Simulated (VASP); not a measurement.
# O (P4/mmm) in VASP: notebook, part 2 of 2

VASP 6.6.1. The steps go on from the part before.

## (4) Single point, r2SCAN+D3(BJ)

This run uses another cell than the first one, of 9.88 Å³/atom, 1.055 times its volume.

Input file POSCAR:

```
O
1.0
    1.7912347709      0.0000000000      0.0000000000
    0.0000000000      1.7912347709      0.0000000000
    0.0000000000      0.0000000000      3.0799505050
O
1
Direct
    0.0000000000      0.0000000000      0.0000000000
```

Input file INCAR.step1:

```
ALGO     = Normal         # electronic algorithm
EDIFF    = 1E-4           # SCF threshold, eV
ENCUT    = 520            # plane-wave cutoff, eV
GGA      = PE             # functional
ISMEAR   = 1              # smearing method
LASPH    = True           # aspherical terms in the spheres
LCHARG   = False          # write CHGCAR
LREAL    = False          # projectors in reciprocal space
LWAVE    = True           # write WAVECAR
NBANDS   = 9              # bands
NELM     = 100            # most SCF steps
PREC     = Accurate       # precision mode
SIGMA    = 0.02           # smearing width, eV
```

Input file INCAR.step2:

```
ALGO     = Normal         # electronic algorithm
EDIFF    = 1E-7           # SCF threshold, eV
ENCUT    = 520            # plane-wave cutoff, eV
ISIF     = 2              # what is computed and relaxed
ISMEAR   = 1              # smearing method
ISTART   = 1            
IVDW     = 12             # dispersion correction
LASPH    = True           # aspherical terms in the spheres
LCHARG   = True           # write CHGCAR
LELF     = True           # ELF
LMIXTAU  = True         
LREAL    = False          # projectors in reciprocal space
LVHAR    = True         
LWAVE    = False          # write WAVECAR
METAGGA  = R2SCAN         # meta-GGA
NBANDS   = 9              # bands
NELM     = 100            # most SCF steps
PREC     = Accurate       # precision mode
SIGMA    = 0.02           # smearing width, eV
VDW_A1   = 0.49484001   
VDW_A2   = 5.73083694   
VDW_S6   = 1.0          
VDW_S8   = 0.78981345
```

Input file KPOINTS:

```
k-points
0
Gamma
  16 16 9
```

The run is started by

```console
cat potpaw_PBE.64/O/POTCAR > POTCAR
cp INCAR.step1 INCAR
mpirun -np 1 vasp_std > vasp.out
cp INCAR.step2 INCAR
mpirun -np 1 vasp_std > vasp.out
```

It took 65 s on 1 thread of Intel Xeon Platinum 8124M at 3.00GHz (Skylake/Cascade Lake), shared host; peak memory 0.13 GiB.

Results (log left out):

```
Free energy                : -4.1849 eV
Pressure                   : -3.8 GPa
Band gap on the k mesh     : zero (band 3 reaches 3.92 eV, above the bottom of band 4 at -1.52 eV)
Dispersion energy per atom : -0.040 eV
```

Stress tensor (GPa, compression positive):
```
-5.37  0.00  0.00
 0.00 -5.37  0.00
 0.00  0.00 -0.81
```

Levels at points of the mesh, in eV from the Fermi level:
| k point | band 1 | band 2 | band 3 | band 4 | band 5 | band 6 | band 7 | band 8 |
| --- | --- | --- | --- | --- | --- | --- | --- | --- |
| (0.00, 0.00, 0.00) | -23.81 | -4.68 | 3.99 | 3.99 | 9.08 | 29.00 | 30.95 | 35.20 |
| (0.50, 0.00, 0.00) | -18.24 | -9.18 | -1.27 | 5.50 | 19.84 | 20.28 | 22.64 | 39.33 |
| (0.50, 0.50, 0.00) | -13.09 | -5.59 | -5.59 | 1.24 | 18.07 | 31.23 | 31.23 | 31.38 |

Caveat: three body term missing; the PAW data sets were made with another functional, which shifts forces and pressure a little; pairwise dispersion overbinds metals, which lowers pressure and volume.

## (5) Single point, r2SCAN+D3(BJ)

This run uses another cell than the first one, of 10.14 Å³/atom, 1.082 times its volume.

Input file POSCAR:

```
O
1.0
    1.8066109287      0.0000000000      0.0000000000
    0.0000000000      1.8066109287      0.0000000000
    0.0000000000      0.0000000000      3.1063891416
O
1
Direct
    0.0000000000      0.0000000000      0.0000000000
```

Input file INCAR.step1:

```
PREC = Accurate
ENCUT = 520
ISMEAR = 1
SIGMA = 0.02
LREAL = F
LASPH = T
NELM = 100
NBANDS = 9
GGA = PE
ALGO = Normal
EDIFF = 1E-4
LWAVE = T
LCHARG = F
```

Input file INCAR.step2:

```
PREC = Accurate
ENCUT = 520
EDIFF = 1E-6
ISMEAR = 1
SIGMA = 0.02
LREAL = F
LASPH = T
NELM = 100
ALGO = Normal
ISIF = 2
LWAVE = F
LCHARG = F
METAGGA = R2SCAN
LMIXTAU = T
IVDW = 12
VDW_S6 = 1.0
VDW_S8 = 0.78981345
VDW_A1 = 0.49484001
VDW_A2 = 5.73083694
NBANDS = 9
ISTART = 1
```

Input file KPOINTS:

```
Automatic mesh
0
Gamma
  16 16 9
```

Potentials or basis: VASP PAW PBE potentials, release 64 (O).

The run is started by

```console
cat potpaw_PBE.64/O/POTCAR > POTCAR
cp INCAR.step1 INCAR
mpirun -np 1 vasp_std > vasp.out
cp INCAR.step2 INCAR
mpirun -np 1 vasp_std > vasp.out
```

OUTCAR:

```text
PREC = Accurate
   ENCUT = 520
   EDIFF = 1E-6
   ISMEAR = 1
   LREAL = F
   LASPH = T
   NELM = 100
   ISIF = 2
   METAGGA = R2SCAN
   IVDW = 12
   ISTART = 1
 IVDW          = 12

 ion  position               nearest neighbor table
   1  0.000  0.000  0.000-

  LATTYP: Found a simple tetragonal cell.
 ALAT       =     1.8066109287
 C/A-ratio  =     1.7194566313

  Lattice vectors:

 A1 = (   1.8066109287,   0.0000000000,   0.0000000000)
 A2 = (   0.0000000000,   1.8066109287,   0.0000000000)
 A3 = (   0.0000000000,   0.0000000000,   3.1063891416)

Analysis of symmetry for initial positions (statically):
=====================================================================
 Subroutine PRICEL returns:
 Original cell was already a primitive cell.

 Routine SETGRP: Setting up the symmetry group for a
 simple tetragonal supercell.

 Subroutine GETGRP returns: Found 16 space group operations
 (whereof 16 operations were pure point group operations)
 out of a pool of 16 trial point group operations.

The static configuration has the point symmetry D_4h.

Analysis of symmetry for dynamics (positions and initial velocities):
=====================================================================
 Subroutine PRICEL returns:
 Original cell was already a primitive cell.

 Routine SETGRP: Setting up the symmetry group for a
 simple tetragonal supercell.

 Subroutine GETGRP returns: Found 16 space group operations
 (whereof 16 operations were pure point group operations)
 out of a pool of 16 trial point group operations.

The dynamic configuration has the point symmetry D_4h.

 Subroutine INISYM returns: Found 16 space group operations
 (whereof 16 operations are pure point group operations),
 and found     1 'primitive' translations

----------------------------------------------------------------------------------------

                                     Primitive cell

  volume of cell :      10.1388

  direct lattice vectors                    reciprocal lattice vectors
     1.806610929  0.000000000  0.000000000     0.553522612  0.000000000  0.000000000
     0.000000000  1.806610929  0.000000000     0.000000000  0.553522612  0.000000000
     0.000000000  0.000000000  3.106389142     0.000000000  0.000000000  0.321917170

  length of vectors
     1.806610929  1.806610929  3.106389142     0.553522612  0.553522612  0.321917170

  position of ions in fractional coordinates (direct lattice)
     0.000000000  0.000000000  0.000000000

  ion indices of the primitive-cell ions
   primitive index   ion index
                 1           1

----------------------------------------------------------------------------------------

 KPOINTS: Automatic mesh

Automatic generation of k-mesh.
 Grid dimensions read from file:
 generate k-points for:   16   16    9

 Generating k-lattice:

  Cartesian coordinates                     Fractional coordinates (reciprocal lattice)
     0.034595163  0.000000000  0.000000000     0.062500000  0.000000000  0.000000000
     0.000000000  0.034595163  0.000000000     0.000000000  0.062500000  0.000000000
     0.000000000  0.000000000  0.035768574     0.000000000  0.000000000  0.111111111

  Length of vectors
     0.034595163  0.034595163  0.035768574

  Shift w.r.t. Gamma in fractional coordinates (k-lattice)
     0.000000000  0.000000000  0.000000000

 Subroutine IBZKPT returns following result:
 ===========================================

 Found    225 irreducible k-points:

 Following reciprocal coordinates:
            Coordinates               Weight
  0.000000  0.000000  0.000000      1.000000
  0.062500  0.000000  0.000000      4.000000
  0.125000  0.000000  0.000000      4.000000
  0.187500  0.000000  0.000000      4.000000
  0.250000  0.000000  0.000000      4.000000
  0.312500  0.000000  0.000000      4.000000
[... 16 lines left out ...]
  0.437500  0.125000  0.000000      8.000000
  0.500000  0.125000  0.000000      4.000000
 [... further k-points ...]
   k-points           NKPTS =    225   k-points in BZ     NKDIM =    225   number of bands    NBANDS=      9
   number of dos      NEDOS =    301   number of ions     NIONS =      1
   total plane-waves  NPLWV =   4704
   dimension x,y,z NGX =    14 NGY =   14 NGZ =   24
   dimension x,y,z NGXF=    28 NGYF=   28 NGZF=   48
   ions per type =               1
   NGX,Y,Z   is equivalent  to a cutoff of  12.88, 12.88, 12.84 a.u.
   NGXF,Y,Z  is equivalent  to a cutoff of  25.77, 25.77, 25.69 a.u.
 SYSTEM =  unknown system
   PREC   = accura    normal or accurate (medium, high low for compatibility)
   ISTART =      1    job   : 0-new  1-cont  2-samecut
   ICHARG =      0    charge: 1-file 2-atom 10-const
   ISPIN  =      1    spin polarized calculation?
   LNONCOLLINEAR =      F non collinear calculations
   LSORBIT =      F    spin-orbit coupling
   LASPH  =      T    aspherical Exc in radial PAW
   ENCUT  =  520.0 eV  38.22 Ry    6.18 a.u.   3.36  3.36  5.78*2*pi/ulx,y,z
   NELM   =    100;   NELMIN=  2; NELMDL=  0     # of ELM steps
   EDIFF  = 0.1E-05   stopping-criterion for ELM
   LREAL  =      F    real-space projection
   EDIFFG = 0.1E-04   stopping-criterion for IOM
   NSW    =      0    number of steps for IOM
   IBRION =     -1    ionic relax: 0-MD 1-quasi-New 2-CG
   NFREE  =      0    steps in history (QN), initial steepest desc. (CG)
   ISIF   =      2    stress and relaxation
   ISYM   =      2    0-nonsym 1-usesym 2-fastsym
   POTIM  = 0.5000    time-step for ionic-motion
   TEBEG  =    0.0;   TEEND  =   0.0 temperature during run
   PSTRESS=    0.0 pullay stress
   NELECT =       6.0000    total number of electrons
   NUPDOWN=      -1.0000    fix difference up-down
   EMIN   =  10.00;   EMAX   =-10.00  energy-range for DOS
   EFERMI =   0.00;   METHOD = LEGACY
   ISMEAR =     1;   SIGMA  =   0.02  broadening in eV -4-tet -1-fermi 0-gaus
   EFERMI_NEDOS =   21; number of points for ismear=-14 and -15
   IALGO  =     38    algorithm
   IMIX   =      4    mixing-type and parameters
     AMIX     =   0.40;   BMIX     =  1.00
     AMIX_MAG =   1.60;   BMIX_MAG =  1.00
  volume/ion in A,a.u.               =      10.14        68.42
  Fermi-wavevector in a.u.,A,eV,Ry     =   1.374454  2.597341 25.703089  1.889124
  Thomas-Fermi vector in A             =   2.499879
   LORBIT       =      0    0 simple, 1 ext, 2 COOP (PROOUT), +10 PAW based schemes
   METAGGA = R2SCAN    functional components
   LHFCALC =     F    Hartree Fock is set to
   AEXX    =    0.0000 exact exchange contribution
   IVDW    =    12    specifies the selected vdW correction
   LEPSILON=     F    determine dielectric tensor
   LRPA    =     F    only Hartree local field effects (RPA)
 non-spin polarized calculation
 Methfessel and Paxton  Order N= 1 SIGMA  =   0.02
  energy-cutoff  :      520.00
  volume of cell :       10.14
 maximum number of plane-waves:       287
 NGX is ok and might be reduce to    14
   NGX =  7   NGY =  7   NGZ = 11

 number of electron       6.0000004 magnetization

 Free energy of the ion-electron system (eV)
  ---------------------------------------------------
  ext. energy  EPLUGINS =         0.00000000
  ---------------------------------------------------
  free energy    TOTEN  =        -4.13724320 eV

  energy without entropy =       -4.13721223  energy(sigma->0) =       -4.13723287

 E-fermi :  -0.3785     XC(G=0): -10.7754

 val. band max:       -0.3801808402   @ k =   0.1875   0.0625   0.3333
 cond. band min:      -0.3672312382   @ k =   0.4375   0.3125   0.2222
 fundamental gap:      0.0129496020
 Fermi energy:        -0.3784551399

 k-point     1 :       0.0000    0.0000    0.0000
  band No.  band energies     occupation
      1     -23.8863      2.00000
      2      -4.8915      2.00000
      3       3.4973      0.00000
      4       3.4973      0.00000
      5       8.7381      0.00000
      6      28.2119      0.00000
      7      30.0783      0.00000
      8      34.5461      0.00000
      9      51.9724      0.00000
[... 265 lines left out ...]
 k-point    24 :       0.5000    0.1250    0.0000
  band No.  band energies     occupation
      1     -18.0598      2.00000
      2      -8.8584      2.00000
      3      -1.2885      2.00000
      4       3.4160      0.00000
      5      19.7261      0.00000
      6      20.4475      0.00000
      7      22.8954      0.00000
      8      34.3961      0.00000
      9      38.7120      0.00000

 [... further k-points ...]

------------------------ aborting loop because EDIFF is reached ----------------------------------------

 Edisp (eV)   -0.03944

 E8    (eV) :    -0.0067

  FORCE on cell =-STRESS in cart. coord.  units (eV):
  Direction    XX          YY          ZZ          XY          YZ          ZX
  --------------------------------------------------------------------------------------
  -------------------------------------------------------------------------------------
  Total      -0.63996    -0.63996    -0.06509     0.00000    -0.00000     0.00000
  in kB    -101.12885  -101.12885   -10.28510     0.00000    -0.00000     0.00000
  external pressure =      -70.85 kB  Pullay stress =        0.00 kB

 VOLUME and BASIS-vectors are now :
 -----------------------------------------------------------------------------
  energy-cutoff  :      520.00
  volume of cell :       10.14
      direct lattice vectors                 reciprocal lattice vectors
     1.806610929  0.000000000  0.000000000     0.553522612  0.000000000  0.000000000
     0.000000000  1.806610929  0.000000000     0.000000000  0.553522612  0.000000000
     0.000000000  0.000000000  3.106389142     0.000000000  0.000000000  0.321917170

 POSITION                                       TOTAL-FORCE (eV/Angst)
 -----------------------------------------------------------------------------------
      0.00000      0.00000      0.00000         0.000000      0.000000      0.000000
 -----------------------------------------------------------------------------------
    total drift:                               -0.000000     -0.000000      0.000000

  FREE ENERGIE OF THE ION-ELECTRON SYSTEM (eV)
  ---------------------------------------------------
  free  energy   TOTEN  =        -4.1766857369 eV

  energy  without entropy=       -4.1766547706  energy(sigma->0) =       -4.17667541
```

OSZICAR.step1:

```text
N       E                     dE             d eps       ncg     rms          rms(c)
DAV:   1     0.676188960122E+01    0.67619E+01   -0.34960E+03  4290   0.626E+02
DAV:   2    -0.338956528026E+01   -0.10151E+02   -0.97878E+01  4879   0.929E+01
DAV:   3    -0.347208788546E+01   -0.82523E-01   -0.80608E-01  4961   0.697E+00
DAV:   4    -0.347218963805E+01   -0.10175E-03   -0.10175E-03  4983   0.247E-01
DAV:   5    -0.347218973395E+01   -0.95905E-07   -0.95893E-07  4921   0.676E-03    0.340E+00
DAV:   6    -0.339113747085E+01    0.81052E-01   -0.26662E-02  4441   0.135E+00    0.154E+00
DAV:   7    -0.337299575994E+01    0.18142E-01   -0.17728E-02  4752   0.108E+00    0.234E-01
DAV:   8    -0.337398565141E+01   -0.98989E-03   -0.16459E-03  4514   0.372E-01    0.209E-01
DAV:   9    -0.337352670373E+01    0.45895E-03   -0.34620E-04  4381   0.145E-01    0.178E-02
DAV:  10    -0.337352826608E+01   -0.15624E-05   -0.77702E-06  2131   0.258E-02
   1 F= -.33735283E+01 E0= -.33735193E+01  d E =-.269041E-04
```

Run time: 60 s. Hardware: 1 thread of Intel Xeon Platinum 8124M at 3.00GHz (Skylake/Cascade Lake), shared host; peak memory 0.13 GiB.

Results:

```yaml
Free_energy: -4.1767 eV
Pressure: -7.1 GPa
Band_gap_on_the_k_mesh: zero (band 3 reaches 3.51 eV, above the bottom of band 4 at -1.73 eV)
Dispersion_energy_per_atom: -0.039 eV
```

Stress tensor (GPa, compression positive):
```
-10.11   0.00   0.00
  0.00 -10.11   0.00
  0.00   0.00  -1.03
```

Levels at points of the mesh, in eV from the Fermi level:
| k point | band 1 | band 2 | band 3 | band 4 | band 5 | band 6 |
| --- | --- | --- | --- | --- | --- | --- |
| (0.00, 0.00, 0.00) | -23.51 | -4.51 | 3.88 | 3.88 | 9.12 | 28.59 |
| (0.50, 0.00, 0.00) | -18.15 | -8.90 | -1.22 | 5.33 | 19.71 | 20.14 |
| (0.50, 0.50, 0.00) | -13.21 | -5.42 | -5.42 | 1.20 | 18.06 | 30.91 |

Caveat: three body term missing; the PAW data sets were made with another functional, which shifts forces and pressure a little; pairwise dispersion overbinds metals, which lowers pressure and volume.

## (6) Single point, r2SCAN+D3(BJ)

This run uses another cell than the first one, of 10.40 Å³/atom, 1.110 times its volume.

Input file POSCAR:

```
O
1.0
    1.8217297147      0.0000000000      0.0000000000
    0.0000000000      1.8217297147      0.0000000000
    0.0000000000      0.0000000000      3.1323852384
O
1
Direct
    0.0000000000      0.0000000000      0.0000000000
```

Input file INCAR.step1:

```
SYSTEM = O
PREC = Accurate
ENCUT = 520
ISMEAR = 1
SIGMA = 0.02
LREAL = .False.
LASPH = .True.
NELM = 80
NBANDS = 9
GGA = PE
ALGO = Normal
EDIFF = 1E-4
LWAVE = .True.
LCHARG = .False.
```

Input file INCAR.step2:

```
SYSTEM = O
PREC = Accurate
ENCUT = 520
EDIFF = 1E-6
ISMEAR = 1
SIGMA = 0.02
LREAL = .False.
LASPH = .True.
NELM = 80
ALGO = Normal
ISIF = 2
LWAVE = .False.
LCHARG = .True.
METAGGA = R2SCAN
LMIXTAU = .True.
IVDW = 12
VDW_S6 = 1.0
VDW_S8 = 0.78981345
VDW_A1 = 0.49484001
VDW_A2 = 5.73083694
LELF = .True.
LVHAR = .True.
NBANDS = 9
ISTART = 1
```

Input file KPOINTS:

```
regular mesh
0
Gamma
  16 16 9
  0 0 0
```

Potentials or basis: VASP PAW PBE potentials, release 64 (O).

The run is started by

```console
cat potpaw_PBE.64/O/POTCAR > POTCAR
cp INCAR.step1 INCAR
mpirun -np 1 vasp_std > vasp.out
cp INCAR.step2 INCAR
mpirun -np 1 vasp_std > vasp.out
```

Run time: 55 s. Hardware: 1 thread of Intel Xeon Platinum 8124M at 3.00GHz (Skylake/Cascade Lake), shared host; peak memory 0.13 GiB.

Results (log left out):

```yaml
Free_energy: -4.1637 eV
Pressure: -9.8 GPa
Band_gap_on_the_k_mesh: zero (band 3 reaches 3.13 eV, above the bottom of band 4 at -1.93 eV)
Dispersion_energy_per_atom: -0.039 eV
```

Stress tensor (GPa, compression positive):
```
-14.18   0.00   0.00
  0.00 -14.18   0.00
  0.00   0.00  -1.07
```

Levels at points of the mesh, in eV from the Fermi level:
```tsv
k point	band 1	band 2	band 3	band 4	band 5	band 6	band 7
(0.00, 0.00, 0.00)	-23.22	-4.35	3.77	3.77	9.15	28.20	29.99
(0.50, 0.00, 0.00)	-18.06	-8.62	-1.17	5.17	19.58	20.00	22.47
(0.50, 0.50, 0.00)	-13.33	-5.25	-5.25	1.17	18.06	30.61	30.61
```

Caveat: three body term missing; the PAW data sets were made with another functional, which shifts forces and pressure a little; pairwise dispersion overbinds metals, which lowers pressure and volume.

## (7) The runs side by side

```csv
cell,gap on the mesh (eV),pressure (GPa)
"a = 1.760, b = 1.760, c = 3.026 Å, 1 atom",none,5.0
"a = 1.776, b = 1.776, c = 3.053 Å, 1 atom",none,0.1
"a = 1.791, b = 1.791, c = 3.080 Å, 1 atom",none,-3.8
"a = 1.807, b = 1.807, c = 3.106 Å, 1 atom",none,-7.1
"a = 1.822, b = 1.822, c = 3.132 Å, 1 atom",none,-9.8
```

Alike in all rows: task single point; level r2SCAN+D3(BJ); potentials or basis VASP PAW PBE potentials, release 64 (O); no spin polarisation; k mesh 16 × 16 × 9; cutoff (eV) 520; smearing methfessel-paxton 0.02 eV.

Caveats: three body term missing; the PAW data sets were made with another functional, which shifts forces and pressure a little; pairwise dispersion overbinds metals, which lowers pressure and volume.

Total energies depend on the potentials used, so only differences within one code and one set of settings carry meaning.
